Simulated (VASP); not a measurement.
A run of VASP 6.6.1 is set up as follows.

INCAR

```
SYSTEM = Al3GaN4
PREC = Accurate
ENCUT = 520
EDIFF = 1E-6
ISMEAR = 0
SIGMA = 0.05
LREAL = .FALSE.
LASPH = .TRUE.
NELM = 80
ALGO = Normal
ISIF = 2
LWAVE = .FALSE.
LCHARG = .TRUE.
GGA = PS
LELF = .TRUE.
LVHAR = .TRUE.
NBANDS = 31
```

The input KPOINTS:

```
Automatic mesh
0
G
  6 6 6
  0 0 0
```

Contents of POSCAR:

```
Al3GaN4
1.0
    4.3761455159      0.0653229982     -0.1012046452
    0.0653229982      4.7953508053     -0.1484059247
   -0.1012046452     -0.1484059247      4.4218933654
Al Ga N
3 1 4
Direct
    0.6076082031      0.4708617337      0.0320280636
    0.3871285873      0.0271478360      0.4851743007
    0.0231796555      0.4754054267      0.4674599563
   -0.0768454176      0.0288544138     -0.0742987897
    0.7859990515      0.7578277273      0.3485121391
    0.7664439838      0.2353094180      0.7979810623
    0.1977692005      0.7568217156      0.7579859453
    0.3087167358      0.2477717289      0.1851573224
```

Potentials or basis: VASP PAW PBE potentials, release 64 (Al, Ga_d, N).

The run is started by

```sh
$ cat potpaw_PBE.64/Al/POTCAR potpaw_PBE.64/Ga_d/POTCAR potpaw_PBE.64/N/POTCAR > POTCAR
$ mpirun -np 1 vasp_std > vasp.out
```

**Question.** Estimate the band gap on the k mesh.

**Answer.** Zero (bands 21 and 22 overlap by 0.06 eV).

**Question.** What does it give for the pressure?

**Answer.** 28.1 GPa.

Forces in eV/Å, atoms in the order of the input:
```
Al   -5.167   6.363   2.628
Al    3.168  -4.510   1.398
Al    1.624   1.730   2.068
Ga   20.925 -31.560  17.432
N    -3.293   0.286  -3.794
N   -17.797  26.933 -21.317
N     2.809  -0.570  -0.410
N    -2.269   1.327   1.994
```

Caveat: the cell differs from its parent crystal (atoms moved at random and the cell strained at random); atoms lie so close that the PAW spheres overlap strongly, which falsifies energies and pressures; the stress differs along the axes, from 17 to 46 GPa; semilocal functionals underestimate gaps, and a narrow one can read as zero; the PAW data sets were made with another functional, which shifts forces and pressure a little.
